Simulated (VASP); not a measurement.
# C in VASP: notebook

Runs on C. Level: PBEsol. Tasks: single point, relaxation of cell and atoms.

All numbers are computed with VASP 6.6.1; they aren't measurements. Logs are shortened: lines on timing, memory, paths and dates and some standing lists are left out, and cuts for length are marked.

## Step 1: The cell of the first run

Symmetry: Cmme, No. 67, orthorhombic system. The conventional cell has a = 2.456 Å, b = 4.254 Å, c = 7.173 Å, α = 90.00°, β = 90.00°, γ = 90.00°. Within 1.9 Å of C (site symmetry m) lie 3 C at 1.42 Å.

## Step 2: Single point, PBEsol

The input, INCAR:

```
PREC = Accurate ; ENCUT = 520
EDIFF = 1E-6 ; ISMEAR = 0
SIGMA = 0.1 ; LREAL = F
LASPH = T ; NELM = 80
ALGO = Normal ; ISIF = 2
LWAVE = F ; LCHARG = F
GGA = PS ; NBANDS = 16
```

The input, KPOINTS:

```
Automatic mesh
0
Gamma
  12 12 4
```

The input, POSCAR:

```
C
1.0
    1.2280479700     -2.1270618200      0.0000000000
    1.2280479700      2.1270618200      0.0000000000
    0.0000000000      0.0000000000      7.1732677600
C
4
Direct
    0.0833794600      0.9166205400      0.7531376000
    0.5833794600      0.4166205400      0.2468624000
    0.9166205400      0.0833794600      0.2468624000
    0.4166205400      0.5833794600      0.7531376000
```

Potentials or basis: VASP PAW PBE potentials, release 64 (C).

Command:

```
> cat potpaw_PBE.64/C/POTCAR > POTCAR
> mpirun -np 1 vasp_std > vasp.out
```

OUTCAR:

```text
PREC = Accurate
   ENCUT = 520
   EDIFF = 1E-6
   ISMEAR = 0
   LREAL = F
   LASPH = T
   NELM = 80
   ISIF = 2
   GGA = PS

 ion  position               nearest neighbor table
   1  0.083  0.917  0.753-   4 1.42   4 1.42   4 1.42
   2  0.583  0.417  0.247-   3 1.42   3 1.42   3 1.42
   3  0.917  0.083  0.247-   2 1.42   2 1.42   2 1.42
   4  0.417  0.583  0.753-   1 1.42   1 1.42   1 1.42

  LATTYP: Found a hexagonal cell.
 ALAT       =     2.4561135566
 C/A-ratio  =     2.9205765918

  Lattice vectors:

 A1 = (   1.2280479700,  -2.1270618200,   0.0000000000)
 A2 = (   1.2280479700,   2.1270618200,   0.0000000000)
 A3 = (   0.0000000000,   0.0000000000,   7.1732677600)

Analysis of symmetry for initial positions (statically):
=====================================================================
 Subroutine PRICEL returns:
 Original cell was already a primitive cell.

 Routine SETGRP: Setting up the symmetry group for a
 hexagonal supercell.

 Subroutine GETGRP returns: Found  8 space group operations
 (whereof  4 operations were pure point group operations)
 out of a pool of 24 trial point group operations.

The static configuration has the point symmetry C_2h.
 The point group associated with its full space group is D_2h.

Analysis of symmetry for dynamics (positions and initial velocities):
=====================================================================
 Subroutine PRICEL returns:
 Original cell was already a primitive cell.

 Routine SETGRP: Setting up the symmetry group for a
 hexagonal supercell.

 Subroutine GETGRP returns: Found  8 space group operations
 (whereof  4 operations were pure point group operations)
 out of a pool of 24 trial point group operations.

The dynamic configuration has the point symmetry C_2h.
 The point group associated with its full space group is D_2h.

 Subroutine INISYM returns: Found  8 space group operations
 (whereof  4 operations are pure point group operations),
 and found     1 'primitive' translations

----------------------------------------------------------------------------------------

                                     Primitive cell

  volume of cell :      37.4751

  direct lattice vectors                    reciprocal lattice vectors
     1.228047970 -2.127061820  0.000000000     0.407150219 -0.235066041  0.000000000
     1.228047970  2.127061820  0.000000000     0.407150219  0.235066041  0.000000000
     0.000000000  0.000000000  7.173267760     0.000000000  0.000000000  0.139406479

  length of vectors
     2.456113557  2.456113557  7.173267760     0.470135453  0.470135453  0.139406479

  position of ions in fractional coordinates (direct lattice)
     0.083379460  0.916620540  0.753137600
     0.583379460  0.416620540  0.246862400
     0.916620540  0.083379460  0.246862400
     0.416620540  0.583379460  0.753137600

  ion indices of the primitive-cell ions
   primitive index   ion index
                 1           1
                 2           2
                 3           3
                 4           4

----------------------------------------------------------------------------------------

 KPOINTS: Automatic mesh

Automatic generation of k-mesh.
 Grid dimensions read from file:
 generate k-points for:   12   12    4

 Generating k-lattice:

  Cartesian coordinates                     Fractional coordinates (reciprocal lattice)
     0.033929185 -0.019588837  0.000000000     0.083333333 -0.000000000  0.000000000
     0.033929185  0.019588837  0.000000000    -0.000000000  0.083333333  0.000000000
     0.000000000  0.000000000  0.034851620     0.000000000  0.000000000  0.250000000

  Length of vectors
     0.039177954  0.039177954  0.034851620

  Shift w.r.t. Gamma in fractional coordinates (k-lattice)
     0.000000000  0.000000000  0.000000000

 Subroutine IBZKPT returns following result:
 ===========================================

 Found    129 irreducible k-points:

 Following reciprocal coordinates:
            Coordinates               Weight
  0.000000  0.000000  0.000000      1.000000
  0.083333  0.000000  0.000000      4.000000
 -0.083333  0.083333  0.000000      2.000000
  0.166667  0.000000  0.000000      4.000000
 -0.166667  0.166667  0.000000      2.000000
  0.250000  0.000000  0.000000      4.000000
[... 16 lines left out ...]
 -0.083333  0.416667  0.000000      4.000000
 -0.416667  0.333333  0.000000      4.000000
 [... further k-points ...]
   k-points           NKPTS =    129   k-points in BZ     NKDIM =    129   number of bands    NBANDS=     16
   number of dos      NEDOS =    301   number of ions     NIONS =      4
   total plane-waves  NPLWV =  17496
   dimension x,y,z NGX =    18 NGY =   18 NGZ =   54
   dimension x,y,z NGXF=    36 NGYF=   36 NGZF=  108
   ions per type =               4
   NGX,Y,Z   is equivalent  to a cutoff of  12.18, 12.18, 12.51 a.u.
   NGXF,Y,Z  is equivalent  to a cutoff of  24.37, 24.37, 25.03 a.u.
 SYSTEM =  unknown system
[... 65 lines left out ...]
  band No.  band energies     occupation
      1     -15.5525      2.00000
      2     -15.3715      2.00000
      3      -4.2930      2.00000
      4      -2.8769      2.00000
      5       1.1083      2.00000
      6       1.1142      2.00000
[... 8 lines left out ...]
     15      15.6722      0.00000
     16      15.7545      0.00000

 k-point     2 :       0.0833    0.0000    0.0000
  band No.  band energies     occupation
      1     -15.3862      2.00000
      2     -15.2073      2.00000
      3      -4.0904      2.00000
      4      -2.6843      2.00000
      5       0.4571      2.00000
      6       0.4759      2.00000
[... 8 lines left out ...]
     15      15.0706      0.00000
     16      15.2055      0.00000

 k-point     3 :      -0.0833    0.0833    0.0000
  band No.  band energies     occupation
      1     -15.3862      2.00000
      2     -15.2073      2.00000
      3      -4.0906      2.00000
      4      -2.6839      2.00000
      5       0.4513      2.00000
      6       0.4652      2.00000
[... 8 lines left out ...]
     15      15.1228      0.00000
     16      15.1524      0.00000

 k-point     4 :       0.1667    0.0000    0.0000
  band No.  band energies     occupation
      1     -14.8890      2.00000
      2     -14.7160      2.00000
      3      -3.4868      2.00000
      4      -2.1126      2.00000
      5      -1.1994      2.00000
      6      -1.1635      2.00000
[... 8 lines left out ...]
     15      15.0602      0.00000
     16      15.0609      0.00000

 k-point     5 :      -0.1667    0.1667    0.0000
  band No.  band energies     occupation
      1     -14.8891      2.00000
      2     -14.7161      2.00000
      3      -3.4880      2.00000
      4      -2.1107      2.00000
      5      -1.2039      2.00000
      6      -1.1718      2.00000
[... 8 lines left out ...]
     15      15.0241      0.00000
     16      15.0782      0.00000

 k-point     6 :       0.2500    0.0000    0.0000
  band No.  band energies     occupation
      1     -14.0667      2.00000
      2     -13.9033      2.00000
      3      -3.3233      2.00000
      4      -3.2672      2.00000
      5      -2.4980      2.00000
      6      -1.1850      2.00000
[... 8 lines left out ...]
     15      17.6422      0.00000
     16      17.6432      0.00000
[... 267 lines left out ...]
 k-point    21 :      -0.3333    0.2500    0.0000
  band No.  band energies     occupation
      1     -13.4160      2.00000
      2     -13.2595      2.00000
      3      -4.4145      2.00000
      4      -4.3552      2.00000
      5      -1.8448      2.00000
      6      -1.8134      2.00000
[... 8 lines left out ...]
     15      17.6554      0.00000
     16      17.9263      0.00000

 k-point    22 :       0.3333    0.0833    0.0000
  band No.  band energies     occupation
      1     -12.1344      2.00000
      2     -11.9940      2.00000
      3      -6.5665      2.00000
      4      -6.4804      2.00000
      5      -2.4895      2.00000
      6      -2.4625      2.00000
[... 8 lines left out ...]
     15      18.1108      0.00000
     16      18.8141      0.00000

 k-point    23 :      -0.0833    0.4167    0.0000
  band No.  band energies     occupation
      1     -12.1347      2.00000
      2     -11.9939      2.00000
      3      -6.5651      2.00000
      4      -6.4824      2.00000
      5      -2.4885      2.00000
      6      -2.4625      2.00000
[... 8 lines left out ...]
     15      18.1025      0.00000
     16      19.5357      0.00000

 k-point    24 :      -0.4167    0.3333    0.0000
  band No.  band energies     occupation
      1     -12.1360      2.00000
      2     -11.9929      2.00000
      3      -6.5679      2.00000
      4      -6.4860      2.00000
      5      -2.4887      2.00000
      6      -2.4536      2.00000
[... 8 lines left out ...]
     15      18.1242      0.00000
     16      20.2844      0.00000

 [... further k-points ...]

------------------------ aborting loop because EDIFF is reached ----------------------------------------

  FORCE on cell =-STRESS in cart. coord.  units (eV):
  Direction    XX          YY          ZZ          XY          YZ          ZX
  --------------------------------------------------------------------------------------
  -------------------------------------------------------------------------------------
  Total        0.5763013      0.5251363      0.0210855      0.0000000      0.0000000      0.0000000
  in kB       24.6386966     22.4512305      0.9014700      0.0000000      0.0000000      0.0000000
  external PRESSURE =      15.9971323 kB  Pullay stress =       0.0000000 kB

 VOLUME and BASIS-vectors are now :
 -----------------------------------------------------------------------------
  energy-cutoff  :      520.00
  volume of cell :       37.48
      direct lattice vectors                 reciprocal lattice vectors
     1.228047970 -2.127061820  0.000000000     0.407150219 -0.235066041  0.000000000
     1.228047970  2.127061820  0.000000000     0.407150219  0.235066041  0.000000000
     0.000000000  0.000000000  7.173267760     0.000000000  0.000000000  0.139406479

 POSITION                                       TOTAL-FORCE (eV/Angst)
 -----------------------------------------------------------------------------------
      1.22805      1.77236      5.40246         0.000000      0.024639     -0.003195
      1.22805     -0.35471      1.77081         0.000000      0.024639      0.003195
      1.22805     -1.77236      1.77081         0.000000     -0.024639      0.003195
      1.22805      0.35471      5.40246         0.000000     -0.024639     -0.003195
 -----------------------------------------------------------------------------------
    total drift:                                0.000000     -0.000000      0.000000

  FREE ENERGIE OF THE ION-ELECTRON SYSTEM (eV)
  ---------------------------------------------------
  free  energy   TOTEN  =       -38.5705170640 eV

  energy  without entropy=      -38.5695009379  energy(sigma->0) =      -38.57000900
```

It took 49 s on 1 thread of Intel Xeon Platinum 8259CL at 2.50GHz (Skylake/Cascade Lake), shared host; peak memory 0.17 GiB.

What came out:

| Quantity | Value |
| --- | --- |
| Free energy | -38.5705 eV |
| Pressure | 1.6 GPa |
| Largest force | 0.025 eV/Å |
| Band gap on the k mesh | 0.02 eV |

Forces on the atoms (eV/Å):
```
C    0.000  0.025 -0.003
C    0.000  0.025  0.003
C    0.000 -0.025  0.003
C    0.000 -0.025 -0.003
```

Levels at points of the mesh, in eV from the valence-band top:
```csv
k point,band 5,band 6,band 7,band 8,band 9,band 10,band 11,band 12
"(0.00, 0.00, 0.00)",-2.98,-2.97,-2.97,-2.95,3.57,8.36,8.39,8.41
"(0.50, 0.00, 0.00)",-6.40,-6.40,-2.42,-2.42,1.77,1.77,7.49,7.49
"(0.50, 0.50, 0.00)",-6.41,-6.39,-2.84,-1.85,1.10,2.28,7.37,7.62
"(0.00, 0.00, 0.50)",-2.98,-2.97,-2.96,-2.96,5.65,5.84,8.38,8.39
"(0.50, 0.00, 0.50)",-6.40,-6.40,-2.37,-2.37,1.64,1.64,7.49,7.49
"(0.50, 0.50, 0.50)",-6.40,-6.40,-2.41,-2.33,1.60,1.68,7.48,7.50
```

Caveat: the PAW data sets were made with another functional, which shifts forces and pressure a little; this functional lacks dispersion, which binds the layers, so the pressure and a relaxed spacing across them are unreliable.

## Step 3: Single point, PBEsol

This run uses another cell than the first one, of 9.59 Å³/atom, 1.023 times its volume.

The input, INCAR:

```
PREC = Accurate
ENCUT = 520
EDIFF = 1E-6
ISMEAR = 0
SIGMA = 0.1
LREAL = False
LASPH = True
NELM = 100
ALGO = Normal
ISIF = 2
LWAVE = False
LCHARG = False
GGA = PS
NBANDS = 16
```

The input, KPOINTS:

```
regular mesh
0
Gamma
  18 18 6
```

The input, POSCAR:

```
C
1.0
    1.2295805053     -2.1291862279      0.0000000000
    1.2295805053      2.1291862279      0.0000000000
    0.0000000000      0.0000000000      7.3232060488
C
4
Direct
    0.0833201456      0.9166798544      0.7499992654
    0.5833201456      0.4166798544      0.2500007346
    0.9166798544      0.0833201456      0.2500007346
    0.4166798544      0.5833201456      0.7499992654
```

Potentials or basis: VASP PAW PBE potentials, release 64 (C).

Command:

```
> cat potpaw_PBE.64/C/POTCAR > POTCAR
> mpirun -np 1 vasp_std > vasp.out
```

Run time: 4.7 min. Hardware: 1 thread of AMD EPYC 7R13, shared host; peak memory 0.23 GiB.

The run converged. Its results:

* Free energy: -38.5777 eV
* Pressure: 0.6 GPa
* Band gap on the k mesh: zero (filled and empty bands touch)

Stress tensor (GPa, compression positive):
```
 0.96  0.00  0.00
 0.00  0.96  0.00
 0.00  0.00 -0.03
```

Levels at points of the mesh, in eV from the Fermi level:
| k point | band 6 | band 7 | band 8 | band 9 | band 10 | band 11 |
| --- | --- | --- | --- | --- | --- | --- |
| (0.00, 0.00, 0.00) | -2.99 | -2.98 | -2.98 | 3.47 | 8.33 | 8.35 |
| (0.50, 0.00, 0.00) | -6.41 | -2.41 | -2.41 | 1.74 | 1.74 | 7.44 |
| (0.50, 0.50, 0.00) | -6.40 | -2.79 | -1.93 | 1.15 | 2.20 | 7.33 |
| (0.00, 0.00, 0.50) | -2.99 | -2.98 | -2.98 | 5.50 | 5.50 | 8.36 |
| (0.50, 0.00, 0.50) | -6.41 | -2.38 | -2.38 | 1.63 | 1.63 | 7.44 |
| (0.50, 0.50, 0.50) | -6.41 | -2.38 | -2.38 | 1.64 | 1.64 | 7.44 |

Caveat: the PAW data sets were made with another functional, which shifts forces and pressure a little; this functional lacks dispersion, which binds the layers, so the pressure and a relaxed spacing across them are unreliable.

## Step 4: Relaxation of cell and atoms, PBEsol

The input, INCAR:

```
  PREC = Accurate
  ENCUT = 600
  EDIFF = 1E-6
  ISMEAR = 0
  SIGMA = 0.1
  LREAL = False
  LASPH = True
  NELM = 60
  ALGO = Normal
  ISIF = 3
  LWAVE = False
  LCHARG = False
  GGA = PS
  IBRION = 2
  NSW = 100
  EDIFFG = -0.005
```

KPOINTS is that of step 3.

The input, POSCAR:

```
C
1.0
    1.2280479700     -2.1270618200      0.0000000000
    1.2280479700      2.1270618200      0.0000000000
    0.0000000000      0.0000000000      7.1732677600
C
4
Direct
    0.0833794600      0.9166205400      0.7531376000
    0.5833794600      0.4166205400      0.2468624000
    0.9166205400      0.0833794600      0.2468624000
    0.4166205400      0.5833794600      0.7531376000
```

Command:

```
> cat potpaw_PBE.64/C/POTCAR > POTCAR
> mpirun -np 1 vasp_std > vasp.out
```

Wall time 11 min (1 thread of AMD EPYC 7R13, shared host); peak memory 0.25 GiB.

The run converged. Its results:

* Free energy: -38.5851 eV
* Relaxed volume: 9.40 Å³/atom
* Relaxed cell: a = 2.460 Å, b = 2.460 Å, c = 7.173 Å, α = 90.00°, β = 90.00°, γ = 119.99°
* Space group after relaxing (to 0.05 Å): Cmme (No. 67)
* Energy gained by relaxing: 0.2 meV/atom
* Ionic steps: 5
* Pressure after relaxing: 0.0 GPa
* Largest force after relaxing: 0.005 eV/Å

Forces on the atoms (eV/Å):
```
C    0.000  0.002 -0.004
C    0.000  0.002  0.004
C    0.000 -0.002  0.004
C    0.000 -0.002 -0.004
```

The path:
```
step  energy change (eV)  largest force (eV/Å)  pressure (GPa)  volume (Å³)
   1              0.0000                0.0256            1.22        37.48
   2              0.0030                0.1010           -2.75        37.86
   3             -0.0007                0.0138            0.01        37.59
   4             -0.0006                0.0505           -0.07        37.60
   5             -0.0007                0.0048           -0.01        37.59
```

Final structure:
```yaml
crystal:
  lattice:
    - [1.23009, -2.13010, 0.00000]
    - [1.23009, 2.13010, 0.00000]
    - [0.00000, 0.00000, 7.17331]
  atoms:
    - { symbol: C, position: [0.08332, 0.91668, 0.75312] }
    - { symbol: C, position: [0.58332, 0.41668, 0.24688] }
    - { symbol: C, position: [0.91668, 0.08332, 0.24688] }
    - { symbol: C, position: [0.41668, 0.58332, 0.75312] }
```

Levels at points of the mesh, in eV from the Fermi level:
| k point | band 5 | band 6 | band 7 | band 8 | band 9 | band 10 | band 11 | band 12 |
| --- | --- | --- | --- | --- | --- | --- | --- | --- |
| (0.00, 0.00, 0.00) | -2.99 | -2.98 | -2.98 | -2.97 | 3.58 | 8.32 | 8.34 | 8.36 |
| (0.50, 0.00, 0.00) | -6.40 | -6.40 | -2.42 | -2.42 | 1.76 | 1.76 | 7.44 | 7.44 |
| (0.50, 0.50, 0.00) | -6.42 | -6.39 | -2.84 | -1.85 | 1.09 | 2.27 | 7.31 | 7.55 |
| (0.00, 0.00, 0.50) | -2.99 | -2.98 | -2.98 | -2.98 | 5.66 | 5.85 | 8.35 | 8.35 |
| (0.50, 0.00, 0.50) | -6.40 | -6.40 | -2.38 | -2.38 | 1.63 | 1.63 | 7.43 | 7.43 |
| (0.50, 0.50, 0.50) | -6.41 | -6.40 | -2.41 | -2.34 | 1.60 | 1.67 | 7.41 | 7.44 |

Caveat: the PAW data sets were made with another functional, which shifts forces and pressure a little; this functional lacks dispersion, which binds the layers, so the pressure and a relaxed spacing across them are unreliable.

## Step 5: Overview

| task | cell | k mesh | cutoff (eV) | gap on the mesh (eV) | pressure (GPa) |
| --- | --- | --- | --- | --- | --- |
| single point | a = 2.456, b = 2.456, c = 7.173 Å, angles 90.0, 90.0, 120.0°, 4 atoms | 12 × 12 × 4 | 520 | 0.02 | 1.6 |
| single point | a = 2.459, b = 2.459, c = 7.323 Å, angles 90.0, 90.0, 120.0°, 4 atoms | 18 × 18 × 6 | 520 | none | 0.6 |
| relaxation of cell and atoms | relaxed from a = 2.456, b = 2.456, c = 7.173 Å, angles 90.0, 90.0, 120.0°, 4 atoms | 18 × 18 × 6 | 600 | - | 0.0 |

Alike in all rows: level PBEsol; potentials or basis VASP PAW PBE potentials, release 64 (C); no spin polarisation; smearing gaussian 0.1 eV.

Caveats: the PAW data sets were made with another functional, which shifts forces and pressure a little; this functional lacks dispersion, which binds the layers, so the pressure and a relaxed spacing across them are unreliable.

Total energies depend on the potentials used, so only differences within one code and one set of settings carry meaning.
